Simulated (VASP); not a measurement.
# CoSi2 (I4/mmm) in VASP: notebook

The runs below take CoSi2 through single point, with PBEsol.

Everything below comes from runs of VASP 6.6.1. Logs are shortened: lines on timing, memory, paths and dates and some standing lists are left out, and cuts for length are marked.

## Step 1: The cell of the first run

Symmetry: I4/mmm, No. 139, tetragonal system. The conventional cell has a = 3.794 Å, b = 3.794 Å, c = 5.204 Å, α = 90.00°, β = 90.00°, γ = 90.00°. Co (site symmetry 4/mmm) has 8 Si at 2.30 Å within 3.0 Å. Within 3.0 Å of Si (site symmetry -4m2) lie 4 Co at 2.30 Å and 6 Si at 2.60 to 2.68 Å.

## Step 2: Single point, PBEsol, collinear spin, ferromagnetic start (zz strain of -3 %)

The input, INCAR:

```
PREC = Accurate ; ENCUT = 520
EDIFF = 1E-7 ; ISMEAR = -1
SIGMA = 0.05 ; LREAL = F
LASPH = T ; NELM = 150
ALGO = Normal ; ISIF = 2
LWAVE = F ; LCHARG = T
ISPIN = 2 ; MAGMOM = 2 0 0
LORBIT = 11 ; LMAXMIX = 4
GGA = PS ; LELF = T
LVHAR = T ; NBANDS = 20
```

The input, KPOINTS:

```
Automatic mesh
0
Gamma
  11 11 11
```

The input, POSCAR:

```
CoSi2
1.0
    0.0000000000      2.6825000000      2.6020250000
    2.6825000000      0.0000000000      2.6020250000
    2.6825000000      2.6825000000      0.0000000000
Co Si
1 2
Direct
    0.0000000000      0.0000000000      0.0000000000
    0.2500000000      0.2500000000      0.2500000000
    0.7500000000      0.7500000000      0.7500000000
```

Potentials or basis: VASP PAW PBE potentials, release 64 (Co, Si).

On the command line:

```bash
$ cat potpaw_PBE.64/Co/POTCAR potpaw_PBE.64/Si/POTCAR > POTCAR
$ mpirun -np 1 vasp_std > vasp.out
```

OUTCAR:

```text
PREC = Accurate
   ENCUT = 520
   EDIFF = 1E-7
   ISMEAR = -1
   LREAL = F
   LASPH = T
   NELM = 150
   ISIF = 2
   ISPIN = 2
   LORBIT = 11
   GGA = PS

 ion  position               nearest neighbor table
   1  0.000  0.000  0.000-   3 2.30   3 2.30   3 2.30   2 2.30   3 2.30   2 2.30   2 2.30   2 2.30

   2  0.250  0.250  0.250-   1 2.30   1 2.30   1 2.30   1 2.30   3 2.60   3 2.60   3 2.68   3 2.68
                             3 2.68   3 2.68
   3  0.750  0.750  0.750-   1 2.30   1 2.30   1 2.30   1 2.30   2 2.60   2 2.60   2 2.68   2 2.68
                             2 2.68   2 2.68

  LATTYP: Found a body centered tetragonal cell.
 ALAT       =     3.7936278811
 C/A-ratio  =     1.3717871555

  Lattice vectors:

 A1 = (   0.0000000000,  -2.6825000000,  -2.6020250000)
 A2 = (   0.0000000000,   2.6825000000,  -2.6020250000)
 A3 = (   2.6825000000,   0.0000000000,   2.6020250000)

Analysis of symmetry for initial positions (statically):
=====================================================================
 Subroutine PRICEL returns:
 Original cell was already a primitive cell.

 Routine SETGRP: Setting up the symmetry group for a
 body centered tetragonal supercell.

 Subroutine GETGRP returns: Found 16 space group operations
 (whereof 16 operations were pure point group operations)
 out of a pool of 16 trial point group operations.

The static configuration has the point symmetry D_4h.

Analysis of symmetry for dynamics (positions and initial velocities):
=====================================================================
 Subroutine PRICEL returns:
 Original cell was already a primitive cell.

 Routine SETGRP: Setting up the symmetry group for a
 body centered tetragonal supercell.

 Subroutine GETGRP returns: Found 16 space group operations
 (whereof 16 operations were pure point group operations)
 out of a pool of 16 trial point group operations.

The dynamic configuration has the point symmetry D_4h.

Analysis of structural, dynamic, and magnetic symmetry:
=====================================================================
 Subroutine PRICEL returns:
 Original cell was already a primitive cell.

 Routine SETGRP: Setting up the symmetry group for a
 body centered tetragonal supercell.

 Subroutine GETGRP returns: Found 16 space group operations
 (whereof 16 operations were pure point group operations)
 out of a pool of 16 trial point group operations.

The overall configuration has the point symmetry D_4h.

 Subroutine INISYM returns: Found 16 space group operations
 (whereof 16 operations are pure point group operations),
 and found     1 'primitive' translations

----------------------------------------------------------------------------------------

                                     Primitive cell

  volume of cell :      37.4473

  direct lattice vectors                    reciprocal lattice vectors
     0.000000000  2.682500000  2.602025000    -0.186393290  0.186393290  0.192158031
     2.682500000  0.000000000  2.602025000     0.186393290 -0.186393290  0.192158031
     2.682500000  2.682500000  0.000000000     0.186393290  0.186393290 -0.192158031

  length of vectors
     3.737156720  3.737156720  3.793627881     0.326204883  0.326204883  0.326204883

  position of ions in fractional coordinates (direct lattice)
     0.000000000  0.000000000  0.000000000
     0.250000000  0.250000000  0.250000000
     0.750000000  0.750000000  0.750000000

  ion indices of the primitive-cell ions
   primitive index   ion index
                 1           1
                 2           2
                 3           3

----------------------------------------------------------------------------------------

 KPOINTS: Automatic mesh

Automatic generation of k-mesh.
 Grid dimensions read from file:
 generate k-points for:   11   11   11

 Generating k-lattice:

  Cartesian coordinates                     Fractional coordinates (reciprocal lattice)
    -0.016944845  0.016944845  0.017468912     0.090909091  0.000000000  0.000000000
     0.016944845 -0.016944845  0.017468912     0.000000000  0.090909091  0.000000000
     0.016944845  0.016944845 -0.017468912     0.000000000  0.000000000  0.090909091

  Length of vectors
     0.029654989  0.029654989  0.029654989

  Shift w.r.t. Gamma in fractional coordinates (k-lattice)
     0.000000000  0.000000000  0.000000000

 Subroutine IBZKPT returns following result:
 ===========================================

 Found    126 irreducible k-points:

 Following reciprocal coordinates:
            Coordinates               Weight
  0.000000  0.000000  0.000000      1.000000
  0.090909  0.000000  0.000000      8.000000
  0.181818  0.000000  0.000000      8.000000
  0.272727  0.000000  0.000000      8.000000
  0.363636  0.000000  0.000000      8.000000
  0.454545  0.000000  0.000000      8.000000
[... 16 lines left out ...]
 -0.272727  0.181818  0.000000      8.000000
 -0.181818  0.181818  0.000000      4.000000
 [... further k-points ...]
   k-points           NKPTS =    126   k-points in BZ     NKDIM =    126   number of bands    NBANDS=     20
   number of dos      NEDOS =    301   number of ions     NIONS =      3
   total plane-waves  NPLWV =  21952
   dimension x,y,z NGX =    28 NGY =   28 NGZ =   28
   dimension x,y,z NGXF=    56 NGYF=   56 NGZF=   56
   ions per type =               1   2
   NGX,Y,Z   is equivalent  to a cutoff of  12.46, 12.46, 12.27 a.u.
   NGXF,Y,Z  is equivalent  to a cutoff of  24.91, 24.91, 24.54 a.u.
 SYSTEM =  unknown system
   PREC   = accura    normal or accurate (medium, high low for compatibility)
   ISTART =      0    job   : 0-new  1-cont  2-samecut
   ICHARG =      2    charge: 1-file 2-atom 10-const
   ISPIN  =      2    spin polarized calculation?
   LNONCOLLINEAR =      F non collinear calculations
   LSORBIT =      F    spin-orbit coupling
   LASPH  =      T    aspherical Exc in radial PAW
   ENCUT  =  520.0 eV  38.22 Ry    6.18 a.u.   6.95  6.95  7.05*2*pi/ulx,y,z
   NELM   =    150;   NELMIN=  2; NELMDL= -5     # of ELM steps
   EDIFF  = 0.1E-06   stopping-criterion for ELM
   LREAL  =      F    real-space projection
   EDIFFG = 0.1E-05   stopping-criterion for IOM
   NSW    =      0    number of steps for IOM
   IBRION =     -1    ionic relax: 0-MD 1-quasi-New 2-CG
   NFREE  =      0    steps in history (QN), initial steepest desc. (CG)
   ISIF   =      2    stress and relaxation
   ISYM   =      2    0-nonsym 1-usesym 2-fastsym
   POTIM  = 0.5000    time-step for ionic-motion
   TEBEG  =    0.0;   TEEND  =   0.0 temperature during run
   PSTRESS=    0.0 pullay stress
   NELECT =      17.0000    total number of electrons
   NUPDOWN=      -1.0000    fix difference up-down
   EMIN   =  10.00;   EMAX   =-10.00  energy-range for DOS
   EFERMI =   0.00;   METHOD = LEGACY
   ISMEAR =    -1;   SIGMA  =   0.05  broadening in eV -4-tet -1-fermi 0-gaus
   EFERMI_NEDOS =   21; number of points for ismear=-14 and -15
   IALGO  =     38    algorithm
   IMIX   =      4    mixing-type and parameters
     AMIX     =   0.40;   BMIX     =  1.00
     AMIX_MAG =   1.60;   BMIX_MAG =  1.00
  volume/ion in A,a.u.               =      12.48        84.24
  Fermi-wavevector in a.u.,A,eV,Ry     =   1.258203  2.377660 21.539051  1.583076
  Thomas-Fermi vector in A             =   2.391825
   LORBIT       =     11    0 simple, 1 ext, 2 COOP (PROOUT), +10 PAW based schemes
   GGA     = PS    functional components
   LHFCALC =     F    Hartree Fock is set to
   AEXX    =    0.0000 exact exchange contribution
   IVDW    =     0    specifies the selected vdW correction
   LEPSILON=     F    determine dielectric tensor
   LRPA    =     F    only Hartree local field effects (RPA)
 spin polarized calculation
  energy-cutoff  :      520.00
  volume of cell :       37.45
 maximum number of plane-waves:      1023
   NGX = 13   NGY = 13   NGZ = 15

 number of electron      17.0000003 magnetization       0.0000744

 number of electron      17.0000003 magnetization      -0.0001992

 Free energy of the ion-electron system (eV)
  ---------------------------------------------------
  ext. energy  EPLUGINS =         0.00000000
  ---------------------------------------------------
  free energy    TOTEN  =       -20.97928090 eV

  energy without entropy =      -20.97100727  energy(sigma->0) =      -20.97514409

 E-fermi :  10.3306     XC(G=0): -11.9726

 val. band max:       10.3224286664   @ k =   0.3636   0.0000   0.1818
 cond. band min:      10.3330981949   @ k =  -0.2727   0.0909   0.0000
 fundamental gap:      0.0106695284
 Fermi energy:        10.3305647975

 spin component 1

 k-point     1 :       0.0000    0.0000    0.0000
  band No.  band energies     occupation
      1      -2.9793      1.00000
      2       6.0471      1.00000
      3       6.1996      1.00000
      4       6.1996      1.00000
      5       8.2778      1.00000
      6       8.4243      1.00000
[... 12 lines left out ...]
     19      20.8047      0.00000
     20      25.7691      0.00000
[... 507 lines left out ...]
 k-point    24 :      -0.1818    0.1818    0.0000
  band No.  band energies     occupation
      1      -1.6681      1.00000
      2       4.2836      1.00000
      3       5.7014      1.00000
      4       6.8329      1.00000
      5       7.6365      1.00000
      6       8.5053      1.00000
[... 12 lines left out ...]
     19      24.3485      0.00000
     20      26.3314      0.00000

 [... further k-points ...]

 spin component 2

 k-point     1 :       0.0000    0.0000    0.0000
  band No.  band energies     occupation
      1      -2.9792      1.00000
      2       6.0471      1.00000
      3       6.1996      1.00000
      4       6.1996      1.00000
      5       8.2778      1.00000
      6       8.4243      1.00000
[... 12 lines left out ...]
     19      20.8045      0.00000
     20      25.7691      0.00000
[... 507 lines left out ...]
 k-point    24 :      -0.1818    0.1818    0.0000
  band No.  band energies     occupation
      1      -1.6680      1.00000
      2       4.2836      1.00000
      3       5.7014      1.00000
      4       6.8329      1.00000
      5       7.6366      1.00000
      6       8.5053      1.00000
[... 12 lines left out ...]
     19      24.3484      0.00000
     20      26.3313      0.00000

 [... further k-points ...]
[... 5 lines left out ...]
  --------------------------------------------------------------------------------------
  -------------------------------------------------------------------------------------
  Total       -0.2029890     -0.2029890      0.6278987      0.0000000     -0.0000000      0.0000000
  in kB       -8.6848486     -8.6848486     26.8645292      0.0000000     -0.0000000      0.0000000
  external PRESSURE =       3.1649440 kB  Pullay stress =       0.0000000 kB

 VOLUME and BASIS-vectors are now :
 -----------------------------------------------------------------------------
  energy-cutoff  :      520.00
  volume of cell :       37.45
      direct lattice vectors                 reciprocal lattice vectors
     0.000000000  2.682500000  2.602025000    -0.186393290  0.186393290  0.192158031
     2.682500000  0.000000000  2.602025000     0.186393290 -0.186393290  0.192158031
     2.682500000  2.682500000  0.000000000     0.186393290  0.186393290 -0.192158031

 POSITION                                       TOTAL-FORCE (eV/Angst)
 -----------------------------------------------------------------------------------
      0.00000      0.00000      0.00000        -0.000000     -0.000000      0.000000
      1.34125      1.34125      1.30101        -0.000000     -0.000000      0.000000
      4.02375      4.02375      3.90304         0.000000      0.000000     -0.000000
 -----------------------------------------------------------------------------------
    total drift:                               -0.000000     -0.000000      0.000000

  FREE ENERGIE OF THE ION-ELECTRON SYSTEM (eV)
  ---------------------------------------------------
  free  energy   TOTEN  =       -20.9792809014 eV

  energy  without entropy=      -20.9710072721  energy(sigma->0) =      -20.97514409

 total charge

# of ion       s       p       d       tot
------------------------------------------
    1        0.556   0.752   7.628   8.935
    2        0.717   0.889   0.000   1.605
    3        0.717   0.889   0.000   1.605
--------------------------------------------------
tot          1.989   2.529   7.628  12.145

 magnetization (x)

# of ion       s       p       d       tot
------------------------------------------
    1       -0.000  -0.000  -0.000  -0.000
    2       -0.000   0.000   0.000   0.000
    3       -0.000   0.000   0.000   0.000
--------------------------------------------------
tot         -0.000   0.000  -0.000  -0.000
```

It took 6.6 min on 1 thread of AMD EPYC 7R13, shared host; peak memory 0.25 GiB.

Results:

```yaml
Free_energy: -20.9793 eV
Pressure: 0.3 GPa
Net_moment: 0.00 μB per cell
Valence_electrons_inside_the_program's_atomic_spheres: Co 8.94; Si 1.60
```

Stress tensor (GPa, compression positive):
```
-0.87  0.00  0.00
 0.00 -0.87  0.00
 0.00  0.00  2.69
```

Caveat: the cell differs from its parent crystal (zz strain of -3 %); the starting moments collapsed, and a magnetic state may lie lower; the PAW data sets were made with another functional, which shifts forces and pressure a little.

## Step 3: Single point, PBEsol, collinear spin, ferromagnetic start (zz strain of +1 %)

The input, INCAR:

```
PREC = Accurate
ENCUT = 520
EDIFF = 1E-6
ISMEAR = -1
SIGMA = 0.05
LREAL = F
LASPH = T
NELM = 150
ALGO = Normal
ISIF = 2
LWAVE = F
LCHARG = F
ISPIN = 2
MAGMOM = 2 0 0
LORBIT = 11
LMAXMIX = 4
GGA = PS
NBANDS = 20
```

KPOINTS is that of step 2.

The input, POSCAR:

```
CoSi2
1.0
    0.0000000000      2.6825000000      2.7093250000
    2.6825000000      0.0000000000      2.7093250000
    2.6825000000      2.6825000000      0.0000000000
Co Si
1 2
Direct
    0.0000000000      0.0000000000      0.0000000000
    0.2500000000      0.2500000000      0.2500000000
    0.7500000000      0.7500000000      0.7500000000
```

Potentials or basis: VASP PAW PBE potentials, release 64 (Co, Si).

On the command line:

```bash
$ cat potpaw_PBE.64/Co/POTCAR potpaw_PBE.64/Si/POTCAR > POTCAR
$ mpirun -np 1 vasp_std > vasp.out
```

It took 5.7 min on 1 thread of AMD EPYC 7R13, shared host; peak memory 0.25 GiB.

Results (log left out):

| Quantity | Value |
| --- | --- |
| Free energy | -20.9531 eV |
| Pressure | -6.9 GPa |
| Net moment | 0.00 μB per cell |
| Valence electrons inside the program's atomic spheres | Co 8.82; Si 1.58 |

Stress tensor (GPa, compression positive):
```
-6.63  0.00  0.00
 0.00 -6.63  0.00
 0.00  0.00 -7.56
```

Levels at points of the mesh, in eV from the Fermi level:
Spin up:
```
           k point  band 5  band 6  band 7  band 8  band 9  band 10  band 11  band 12  band 13  band 14
(0.00, 0.00, 0.00)   -1.88   -1.83    0.65    3.33    3.33     3.35     3.46     3.46     3.46     5.37
```
Spin down:
```tsv
k point	band 6	band 7	band 8	band 9	band 10	band 11	band 12	band 13
(0.00, 0.00, 0.00)	-1.83	0.65	3.33	3.33	3.35	3.46	3.46	3.46
```

Caveat: the cell differs from its parent crystal (zz strain of +1 %); the starting moments collapsed, and a magnetic state may lie lower; the PAW data sets were made with another functional, which shifts forces and pressure a little.

(Continued in part 2 of 2.)
